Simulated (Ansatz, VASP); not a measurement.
## Two plane-wave programs on Te3O2

```
Te O
1.0
     3.67537    2.12197    2.50549
    -3.67537    2.12197    2.50549
     0.00000   -4.24395    2.50549
Te O
3 2
Direct
  0.00000 0.50000 0.00000
  0.00000 0.00000 0.50000
  0.50000 0.00000 0.00000
  0.75545 0.75545 0.75545
  0.24455 0.24455 0.24455
```

Change from the starting cell: species swapped into the Br2Cl3 type (R-3m, No. 166).

Alike in both runs: functional PBE; k mesh 6 × 6 × 6; occupations gaussian, width 0.1 eV; no spin polarisation.

Ansatz relaxed the structure, and its values are those at the end. VASP's run is a single point on that final structure, the one shown.

|  | VASP | Ansatz |
| --- | --- | --- |
| version | VASP 6.6.1 | Ansatz 0.2.0 |
| potentials or method | VASP PAW PBE potentials, release 64 (Te, O), cutoff 520 eV | scalar-relativistic, plane waves, PAW |
| valence electrons in the cell | 30 | 60 |

VASP gave:

- gap on the k mesh at the Fermi level (eV): none
- pressure (GPa): -0.4
- rms of the force components (eV/Å): 0.020

Problem. What did Ansatz give for the same quantities?

Solution. gap on the k mesh at the Fermi level (eV): none; pressure (GPa): -0.1; rms of the force components (eV/Å): 0.010.

A gap of «none» marks a metal or a gap that the smearing closes. The functional is the same, so the differences come from potentials, cutoffs and numerics. VASP's potentials hold 30 valence electrons a cell and Ansatz's 60, so a difference there can come from the potentials and not from the codes.

Neither program's run includes spin-orbit coupling.
